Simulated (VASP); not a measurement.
# MnS (Fm-3m) in VASP: further runs

MnS is run at these levels: PBE+U; tasks: single point.

Program: VASP 6.6.1. These are calculated values, not measurements. Logs are shortened: lines on timing, memory, paths and dates and some standing lists are left out, and cuts for length are marked.

### Step 1. The cell of the first run

It takes space group Fm-3m (No. 225, cubic). The conventional cell has a = 5.183 Å, b = 5.183 Å, c = 5.183 Å, α = 90.00°, β = 90.00°, γ = 90.00°. Within 3.4 Å of Mn (site symmetry m-3m) lie 6 S at 2.59 Å. Within 3.4 Å of S (site symmetry m-3m) lie 6 Mn at 2.59 Å.

### Step 2. Single point, PBE+U, collinear spin, ferromagnetic start

Contents of INCAR:

```
  ALGO = Normal
  EDIFF = 1E-6
  ENCUT = 520
  GGA = PE
  ISIF = 2
  ISMEAR = -1
  ISPIN = 2
  LASPH = T
  LCHARG = F
  LDAU = T
  LDAUJ = 0.9 0
  LDAUL = 2 -1
  LDAUPRINT = 1
  LDAUTYPE = 1
  LDAUU = 4.4 0
  LMAXMIX = 4
  LORBIT = 11
  LREAL = F
  LWAVE = F
  MAGMOM = 2.8 0
  NBANDS = 20
  NELM = 150
  PREC = Accurate
  SIGMA = 0.1
```

Contents of KPOINTS:

```
k-points
0
Gamma
  11 11 11
```

Contents of POSCAR:

```
MnS
1.0
    0.0000000000      2.5912825604      2.5912825604
    2.5912825604      0.0000000000      2.5912825604
    2.5912825604      2.5912825604      0.0000000000
Mn S
1 1
Direct
    0.0000000000      0.0000000000      0.0000000000
    0.5000000000      0.5000000000      0.5000000000
```

Potentials or basis: VASP PAW PBE potentials, release 64 (Mn_pv, S).

Launch:

```sh
cat potpaw_PBE.64/Mn_pv/POTCAR potpaw_PBE.64/S/POTCAR > POTCAR
mpirun -np 1 vasp_std > vasp.out
```

OUTCAR:

```text
EDIFF = 1E-6
   ENCUT = 520
   GGA = PE
   ISIF = 2
   ISMEAR = -1
   ISPIN = 2
   LASPH = T
   LORBIT = 11
   LREAL = F
   NELM = 150
   PREC = Accurate

 ion  position               nearest neighbor table
   1  0.000  0.000  0.000-   2 2.59   2 2.59   2 2.59   2 2.59   2 2.59   2 2.59
   2  0.500  0.500  0.500-   1 2.59   1 2.59   1 2.59   1 2.59   1 2.59   1 2.59

  LATTYP: Found a face centered cubic cell.
 ALAT       =     5.1825651208

  Lattice vectors:

 A1 = (   0.0000000000,   2.5912825604,   2.5912825604)
 A2 = (   2.5912825604,   0.0000000000,   2.5912825604)
 A3 = (   2.5912825604,   2.5912825604,   0.0000000000)

Analysis of symmetry for initial positions (statically):
=====================================================================
 Subroutine PRICEL returns:
 Original cell was already a primitive cell.

 Routine SETGRP: Setting up the symmetry group for a
 face centered cubic supercell.

 Subroutine GETGRP returns: Found 48 space group operations
 (whereof 48 operations were pure point group operations)
 out of a pool of 48 trial point group operations.

The static configuration has the point symmetry O_h .

Analysis of symmetry for dynamics (positions and initial velocities):
=====================================================================
 Subroutine PRICEL returns:
 Original cell was already a primitive cell.

 Routine SETGRP: Setting up the symmetry group for a
 face centered cubic supercell.

 Subroutine GETGRP returns: Found 48 space group operations
 (whereof 48 operations were pure point group operations)
 out of a pool of 48 trial point group operations.

The dynamic configuration has the point symmetry O_h .

Analysis of structural, dynamic, and magnetic symmetry:
=====================================================================
 Subroutine PRICEL returns:
 Original cell was already a primitive cell.

 Routine SETGRP: Setting up the symmetry group for a
 face centered cubic supercell.

 Subroutine GETGRP returns: Found 48 space group operations
 (whereof 48 operations were pure point group operations)
 out of a pool of 48 trial point group operations.

The overall configuration has the point symmetry O_h .

 Subroutine INISYM returns: Found 48 space group operations
 (whereof 48 operations are pure point group operations),
 and found     1 'primitive' translations

----------------------------------------------------------------------------------------

                                     Primitive cell

  volume of cell :      34.7996

  direct lattice vectors                    reciprocal lattice vectors
     0.000000000  2.591282560  2.591282560    -0.192954642  0.192954642  0.192954642
     2.591282560  0.000000000  2.591282560     0.192954642 -0.192954642  0.192954642
     2.591282560  2.591282560  0.000000000     0.192954642  0.192954642 -0.192954642

  length of vectors
     3.664626941  3.664626941  3.664626941     0.334207244  0.334207244  0.334207244

  position of ions in fractional coordinates (direct lattice)
     0.000000000  0.000000000  0.000000000
     0.500000000  0.500000000  0.500000000

  ion indices of the primitive-cell ions
   primitive index   ion index
                 1           1
                 2           2

----------------------------------------------------------------------------------------

 KPOINTS: k-points

Automatic generation of k-mesh.
 Grid dimensions read from file:
 generate k-points for:   11   11   11

 Generating k-lattice:

[... 60 lines left out ...]
   NELM   =    150;   NELMIN=  2; NELMDL= -5     # of ELM steps
   EDIFF  = 0.1E-05   stopping-criterion for ELM
   LREAL  =      F    real-space projection
   EDIFFG = 0.1E-04   stopping-criterion for IOM
   NSW    =      0    number of steps for IOM
   IBRION =     -1    ionic relax: 0-MD 1-quasi-New 2-CG
   NFREE  =      0    steps in history (QN), initial steepest desc. (CG)
   ISIF   =      2    stress and relaxation
   ISYM   =      2    0-nonsym 1-usesym 2-fastsym
   POTIM  = 0.5000    time-step for ionic-motion
   TEBEG  =    0.0;   TEEND  =   0.0 temperature during run
   PSTRESS=    0.0 pullay stress
   NELECT =      19.0000    total number of electrons
   NUPDOWN=      -1.0000    fix difference up-down
   EMIN   =  10.00;   EMAX   =-10.00  energy-range for DOS
   EFERMI =   0.00;   METHOD = LEGACY
   ISMEAR =    -1;   SIGMA  =   0.10  broadening in eV -4-tet -1-fermi 0-gaus
   EFERMI_NEDOS =   21; number of points for ismear=-14 and -15
   IALGO  =     38    algorithm
   IMIX   =      4    mixing-type and parameters
     AMIX     =   0.40;   BMIX     =  1.00
     AMIX_MAG =   1.60;   BMIX_MAG =  1.00
  volume/ion in A,a.u.               =      17.40       117.42
  Fermi-wavevector in a.u.,A,eV,Ry     =   1.338036  2.528522 24.359074  1.790341
  Thomas-Fermi vector in A             =   2.466538
   LORBIT       =     11    0 simple, 1 ext, 2 COOP (PROOUT), +10 PAW based schemes
 LDA+U is selected, type is set to LDAUTYPE =  1
   angular momentum for each species LDAUL =     2   -1
   U (eV)           for each species LDAUU =   4.4  0.0
   J (eV)           for each species LDAUJ =   0.9  0.0
   GGA     = PE    functional components
   LHFCALC =     F    Hartree Fock is set to
   AEXX    =    0.0000 exact exchange contribution
   IVDW    =     0    specifies the selected vdW correction
   LEPSILON=     F    determine dielectric tensor
   LRPA    =     F    only Hartree local field effects (RPA)
 spin polarized calculation
  energy-cutoff  :      520.00
  volume of cell :       34.80
 maximum number of plane-waves:       950
   NGX = 13   NGY = 13   NGZ = 13

atom =   1  type =  1  l = 2

 onsite density matrix

spin component  1

  0.9317 -0.0000 -0.0000  0.0000 -0.0000
 -0.0000  0.9317 -0.0000 -0.0000  0.0000
 -0.0000 -0.0000  0.9536  0.0000  0.0000
  0.0000 -0.0000  0.0000  0.9317 -0.0000
 -0.0000  0.0000  0.0000 -0.0000  0.9536

spin component  2

  0.0167  0.0000  0.0000 -0.0000  0.0000
  0.0000  0.0167  0.0000  0.0000 -0.0000
  0.0000  0.0000  0.0824 -0.0000 -0.0000
 -0.0000  0.0000 -0.0000  0.0167 -0.0000
  0.0000 -0.0000 -0.0000 -0.0000  0.0824

 occupancies and eigenvectors

  o =  0.0167  v =  0.0000  0.0000  0.0000  0.0000  0.0000  0.0010 -0.9999  0.0000  0.0164 -0.0000      0.0000  0.0000  0.0000  0.0000  0.0000  0.0000  0.0000  0.0000  0.0000  0.0000
  o =  0.0167  v =  0.0000  0.0000  0.0000  0.0000  0.0000  0.0003  0.0164  0.0000  0.9999 -0.0000      0.0000  0.0000  0.0000  0.0000  0.0000  0.0000  0.0000  0.0000  0.0000  0.0000
  o =  0.0167  v =  0.0000  0.0000  0.0000  0.0000  0.0000  1.0000  0.0010 -0.0000 -0.0003 -0.0000      0.0000  0.0000  0.0000  0.0000  0.0000  0.0000  0.0000  0.0000  0.0000  0.0000
  o =  0.0824  v =  0.0000  0.0000  0.0000  0.0000  0.0000  0.0000 -0.0000  0.0023  0.0000  1.0000      0.0000  0.0000  0.0000  0.0000  0.0000  0.0000  0.0000  0.0000  0.0000  0.0000
  o =  0.0824  v =  0.0000  0.0000  0.0000  0.0000  0.0000 -0.0000  0.0000 -1.0000  0.0000  0.0023      0.0000  0.0000  0.0000  0.0000  0.0000  0.0000  0.0000  0.0000  0.0000  0.0000
  o =  0.9317  v =  1.0000  0.0000  0.0000  0.0000  0.0000  0.0000  0.0000  0.0000  0.0000  0.0000      0.0000  0.0000  0.0000  0.0000  0.0000  0.0000  0.0000  0.0000  0.0000  0.0000
  o =  0.9317  v =  0.0000  0.1643  0.0000  0.9864 -0.0000  0.0000  0.0000  0.0000  0.0000  0.0000      0.0000  0.0000  0.0000  0.0000  0.0000  0.0000  0.0000  0.0000  0.0000  0.0000
  o =  0.9317  v =  0.0000  0.9864  0.0000 -0.1643  0.0000  0.0000  0.0000  0.0000  0.0000  0.0000      0.0000  0.0000  0.0000  0.0000  0.0000  0.0000  0.0000  0.0000  0.0000  0.0000
  o =  0.9536  v =  0.0000  0.0000 -0.9997  0.0000  0.0224  0.0000  0.0000  0.0000  0.0000  0.0000      0.0000  0.0000  0.0000  0.0000  0.0000  0.0000  0.0000  0.0000  0.0000  0.0000
  o =  0.9536  v =  0.0000  0.0000  0.0224  0.0000  0.9997  0.0000  0.0000  0.0000  0.0000  0.0000      0.0000  0.0000  0.0000  0.0000  0.0000  0.0000  0.0000  0.0000  0.0000  0.0000

 number of electron      18.9999992 magnetization       4.9936353

 Free energy of the ion-electron system (eV)
  ---------------------------------------------------
  ext. energy  EPLUGINS =         0.00000000
  ---------------------------------------------------
  free energy    TOTEN  =       -13.04762052 eV

  energy without entropy =      -13.04524187  energy(sigma->0) =      -13.04643119

 E-fermi :   6.9581     XC(G=0): -10.6763

 val. band max:        6.6736777084   @ k =   0.4545   0.0000   0.0000
 cond. band min:       7.0046496494   @ k =   0.4545   0.4545   0.0000
 fundamental gap:      0.3309719410
 Fermi energy:         6.9581140179

 spin component 1

 k-point     1 :       0.0000    0.0000    0.0000
  band No.  band energies     occupation
      1     -44.0698      1.00000
      2     -44.0698      1.00000
      3     -44.0698      1.00000
      4      -7.6893      1.00000
      5       1.8965      1.00000
      6       1.8965      1.00000
[... 1097 lines left out ...]
     19      21.6414      0.00000
     20      23.5123      0.00000

 [... further k-points ...]

------------------------ aborting loop because EDIFF is reached ----------------------------------------

  FORCE on cell =-STRESS in cart. coord.  units (eV):
  Direction    XX          YY          ZZ          XY          YZ          ZX
  --------------------------------------------------------------------------------------
  -------------------------------------------------------------------------------------
  Total        1.1452431      1.1452431      1.1452431      0.0000000      0.0000000     -0.0000000
  in kB       52.7271079     52.7271079     52.7271079      0.0000000      0.0000000     -0.0000000
  external PRESSURE =      52.7271079 kB  Pullay stress =       0.0000000 kB

 VOLUME and BASIS-vectors are now :
 -----------------------------------------------------------------------------
  energy-cutoff  :      520.00
  volume of cell :       34.80
      direct lattice vectors                 reciprocal lattice vectors
     0.000000000  2.591282560  2.591282560    -0.192954642  0.192954642  0.192954642
     2.591282560  0.000000000  2.591282560     0.192954642 -0.192954642  0.192954642
     2.591282560  2.591282560  0.000000000     0.192954642  0.192954642 -0.192954642

 POSITION                                       TOTAL-FORCE (eV/Angst)
 -----------------------------------------------------------------------------------
      0.00000      0.00000      0.00000         0.000000      0.000000     -0.000000
      2.59128      2.59128      2.59128         0.000000      0.000000      0.000000
 -----------------------------------------------------------------------------------
    total drift:                               -0.000000      0.000000      0.000000

  FREE ENERGIE OF THE ION-ELECTRON SYSTEM (eV)
  ---------------------------------------------------
  free  energy   TOTEN  =       -13.0476205180 eV

  energy  without entropy=      -13.0452418671  energy(sigma->0) =      -13.04643119

 total charge

# of ion       s       p       d       tot
------------------------------------------
    1        0.221   6.176   4.899  11.296
    2        1.321   2.467   0.000   3.788
--------------------------------------------------
tot          1.542   8.643   4.899  15.085

 magnetization (x)

# of ion       s       p       d       tot
------------------------------------------
    1        0.049   0.039   4.478   4.567
    2        0.022   0.074   0.000   0.097
--------------------------------------------------
tot          0.071   0.114   4.478   4.663
```

Run time: 37 s. Hardware: 1 thread of Intel Xeon 6975P-C (Granite Rapids), shared host; peak memory 0.2 GiB.

What came out:

```yaml
Free_energy: -13.0476 eV
Pressure: 5.3 GPa
Band_gap_on_the_k_mesh: 0.33 eV (least direct gap 2.36 eV)
Net_moment: 4.99 μB per cell
Site_moments: Mn +4.57; S +0.10 μB
Valence_electrons_inside_the_program's_atomic_spheres: Mn 11.30; S 3.79
```

Levels at points of the mesh, in eV from the valence-band top:
Spin up:
```csv
k point,band 8,band 9,band 10,band 11,band 12,band 13,band 14,band 15,band 16,band 17
"(0.00, 0.00, 0.00)",-4.75,-4.75,-1.55,-1.55,-1.55,2.04,8.52,8.52,8.52,10.76
```
Spin down:
```
           k point  band 5  band 6  band 7  band 8  band 9  band 10
(0.00, 0.00, 0.00)   -1.34   -1.34   -1.34    1.77    1.77     1.80
```

Eigenvalues of the final occupation matrices:
```tsv
site	spin	trace	eigenvalues
site 1 d	1	4.70	0.93 0.93 0.93 0.95 0.95
site 1 d	2	0.21	0.02 0.02 0.02 0.08 0.08
```

Caveat: the cell stands under pressure; semilocal functionals underestimate gaps, and a narrow one can read as zero; an odd mesh through Γ misses points on the zone boundary, where band edges can lie; a cell with one magnetic atom can't hold antiferromagnetic order, which such compounds often take. The state reached can hang on the start; a lower one may exist.

### Step 3. Single point, PBE+U, collinear spin, ferromagnetic start

This run uses another cell than the first one, of 17.76 Å³/atom.

Contents of INCAR:

```
SYSTEM = MnS
ALGO = Normal
EDIFF = 1E-7
ENCUT = 520
GGA = PE
ISIF = 2
ISMEAR = -1
ISPIN = 2
LASPH = .TRUE.
LCHARG = .FALSE.
LDAU = .TRUE.
LDAUJ = 0.9 0
LDAUL = 2 -1
LDAUPRINT = 1
LDAUTYPE = 1
LDAUU = 4.4 0
LMAXMIX = 4
LORBIT = 11
LREAL = .FALSE.
LWAVE = .FALSE.
MAGMOM = 2.8 0
NBANDS = 20
NELM = 150
PREC = Accurate
SIGMA = 0.1
```

Contents of KPOINTS:

```
k-points
0
G
  11 11 11
  0 0 0
```

Contents of POSCAR:

```
MnS
1.0
    0.0000000000      2.6092150908      2.6092150908
    2.6092150908      0.0000000000      2.6092150908
    2.6092150908      2.6092150908      0.0000000000
Mn S
1 1
Direct
    0.0000000000      0.0000000000      0.0000000000
    0.5000000000      0.5000000000      0.5000000000
```

Potentials or basis: VASP PAW PBE potentials, release 64 (Mn_pv, S).

Launch:

```sh
cat potpaw_PBE.64/Mn_pv/POTCAR potpaw_PBE.64/S/POTCAR > POTCAR
mpirun -np 1 vasp_std > vasp.out
```

Run time: 35 s. Hardware: 1 thread of Intel Xeon 6975P-C (Granite Rapids), shared host; peak memory 0.2 GiB.

It converged, with:

```yaml
Free_energy: -13.0674 eV
Pressure: 3.3 GPa
Band_gap_on_the_k_mesh: 0.47 eV (least direct gap 2.43 eV)
Net_moment: 5.00 μB per cell
Site_moments: Mn +4.57; S +0.09 μB
Valence_electrons_inside_the_program's_atomic_spheres: Mn 11.28; S 3.78
```

Levels at points of the mesh, in eV from the valence-band top:
Spin up:
```csv
k point,band 10,band 11,band 12,band 13,band 14,band 15
"(0.00, 0.00, 0.00)",-1.47,-1.47,-1.47,1.94,8.54,8.54
```
Spin down:
| k point | band 5 | band 6 | band 7 | band 8 | band 9 | band 10 |
| --- | --- | --- | --- | --- | --- | --- |
| (0.00, 0.00, 0.00) | -1.27 | -1.27 | -1.27 | 1.86 | 1.86 | 1.89 |

Eigenvalues of the final occupation matrices:
| site | spin | trace | eigenvalues |
| --- | --- | --- | --- |
| site 1 d | 1 | 4.70 | 0.93 0.93 0.93 0.95 0.95 |
| site 1 d | 2 | 0.21 | 0.02 0.02 0.02 0.08 0.08 |

Caveat: the cell stands under pressure; semilocal functionals underestimate gaps, and a narrow one can read as zero; an odd mesh through Γ misses points on the zone boundary, where band edges can lie; a cell with one magnetic atom can't hold antiferromagnetic order, which such compounds often take.
